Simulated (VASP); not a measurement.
**Ni: single point with PBE**

Crystal: Ni.

```
Ni
1.0
     2.55012    0.00000    0.00000
    -1.27506    2.20847    0.00000
     0.00000    0.00000    4.22431
Ni
2
Direct
  0.33333 0.66667 0.25863
  0.66667 0.33333 0.74137
```

This cell differs from its parent crystal: atoms taken out.

```yaml
Program: VASP 6.6.1
Task: single point
Functional: PBE
Potentials_or_basis: VASP PAW PBE potentials, release 64 (Ni)
Cutoff: 520 eV
k_mesh: 12 × 12 × 4
Occupations: gaussian, width 0.1 eV
Spin: collinear spin, ferromagnetic start
Starting_moments: "[0.17, 0.17] μB"
Dipole_correction: no
Further_INCAR_settings: ALGO = Normal; EDIFF = 1e-06; NBANDS = 21
```

| Quantity | Value |
| --- | --- |
| Pressure | -12.8 GPa |
| Largest force | 0.402 eV/Å |
| Net moment | 1.42 μB per cell |
| Site moments | Ni +0.73 μB |
| Valence electrons inside the program's atomic spheres | Ni 9.17 |

Forces on the atoms (eV/Å):
```
Ni   0.000  0.000 -0.402
Ni   0.000  0.000  0.402
```

Stress tensor (GPa, compression positive):
```
-12.31   0.00   0.00
  0.00 -12.31   0.00
  0.00   0.00 -13.78
```

Levels at points of the mesh, in eV from the Fermi level:
Spin up:
| k point | band 7 | band 8 | band 9 | band 10 | band 11 | band 12 | band 13 | band 14 | band 15 | band 16 |
| --- | --- | --- | --- | --- | --- | --- | --- | --- | --- | --- |
| (0.00, 0.00, 0.00) | -2.02 | -1.57 | -1.57 | -0.80 | -0.80 | -0.28 | 4.78 | 21.95 | 23.13 | 23.13 |
| (0.50, 0.00, 0.00) | -1.97 | -0.71 | -0.66 | -0.60 | 1.01 | 2.70 | 8.57 | 9.20 | 11.48 | 12.24 |
| (0.00, 0.00, 0.50) | -2.24 | -2.24 | -1.09 | -1.09 | -1.00 | -1.00 | 12.67 | 13.59 | 22.53 | 22.72 |
| (0.50, 0.00, 0.50) | -1.05 | -1.00 | -0.65 | -0.63 | 1.31 | 1.50 | 6.03 | 6.19 | 17.03 | 17.42 |
Spin down:
```csv
k point,band 7,band 8,band 9,band 10,band 11,band 12,band 13,band 14
"(0.00, 0.00, 0.00)",-1.23,-0.84,-0.84,-0.34,0.00,0.00,5.24,21.80
"(0.50, 0.00, 0.00)",-1.21,0.13,0.15,0.27,1.51,3.12,8.67,9.33
"(0.00, 0.00, 0.50)",-1.48,-1.48,-0.33,-0.33,-0.19,-0.19,12.81,13.75
"(0.50, 0.00, 0.50)",-0.36,-0.26,0.20,0.24,1.43,1.65,6.37,6.56
```

Wall time 95 s on 1 thread of Intel Xeon 8259CL, on a shared host, peak memory 0.18 GiB.

Caveat: the k points lie up to 0.37 Å⁻¹ apart; the cell differs from its parent crystal (atoms taken out).
